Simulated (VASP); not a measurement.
# Cu: relaxation of cell and atoms with PBE

Crystal: Cu.

```
Cu
1.0
     0.00000    2.46278    2.46278
     2.46278    0.00000    2.46278
     2.46278    2.46278    0.00000
Cu
2
Cartesian
  -0.6157 -0.6157 -0.6157
  0.6157 0.6157 0.6157
```

```json
{"Program": "VASP 6.6.1", "Task": "relaxation of cell and atoms", "Functional": "PBE", "Potentials or basis": "VASP PAW PBE potentials, release 64 (Cu)", "Cutoff": "600 eV", "k mesh": "13 × 13 × 13", "Occupations": "fermi-dirac, width 0.08 eV", "Spin": "no spin polarisation", "Dipole correction": "no", "Further INCAR settings": "ALGO = Normal; EDIFF = 1e-06; IBRION = 2; EDIFFG = -0.005; NSW = 60; ISIF = 3"}
```

| Property | Result |
| --- | --- |
| Relaxed volume | 19.26 Å³/atom |
| Relaxed cell | a = 3.791 Å, b = 3.791 Å, c = 3.791 Å, α = 60.00°, β = 60.00°, γ = 60.00° |
| Space group after relaxing (to 0.05 Å) | Fd-3m (No. 227) |
| Energy gained by relaxing | 270.4 meV/atom |
| Ionic steps | 4 |
| Pressure after relaxing | 0.0 GPa |
| Band gap on the k mesh | zero (band 11 reaches 3.13 eV, above the bottom of band 12 at 2.39 eV) |

Step by step:
```
step  energy change (eV)  largest force (eV/Å)  pressure (GPa)  volume (Å³)
   1              0.0000                0.0000           25.52        29.87
   2             -0.5087                0.0000           -3.23        41.39
   3             -0.5407                0.0000            0.18        38.33
   4             -0.5408                0.0000            0.00        38.51
```

Final structure:
```cif
data_structure
_symmetry_space_group_name_H-M 'P 1'
_symmetry_Int_Tables_number 1
_cell_length_a 3.7906
_cell_length_b 3.7906
_cell_length_c 3.7906
_cell_angle_alpha 60.000
_cell_angle_beta 60.000
_cell_angle_gamma 60.000
_cell_volume 38.51
loop_
_atom_site_label
_atom_site_type_symbol
_atom_site_fract_x
_atom_site_fract_y
_atom_site_fract_z
_atom_site_occupancy
Cu1 Cu 0.87500 0.87500 0.87500 1
Cu2 Cu 0.12500 0.12500 0.12500 1
```

Levels at points of the mesh, in eV from the Fermi level:
```tsv
k point	band 9	band 10	band 11	band 12	band 13	band 14
(0.00, 0.00, 0.00)	-1.84	-1.21	-1.21	9.71	9.71	9.71
```

It took 92 s on 1 thread of Intel(R) Xeon(R) Platinum 8488C (Sapphire Rapids), with other jobs on the host, peak memory 0.18 GiB.

Caveat: the volume moved by over 15 % at a fixed basis, so the end points are rough.
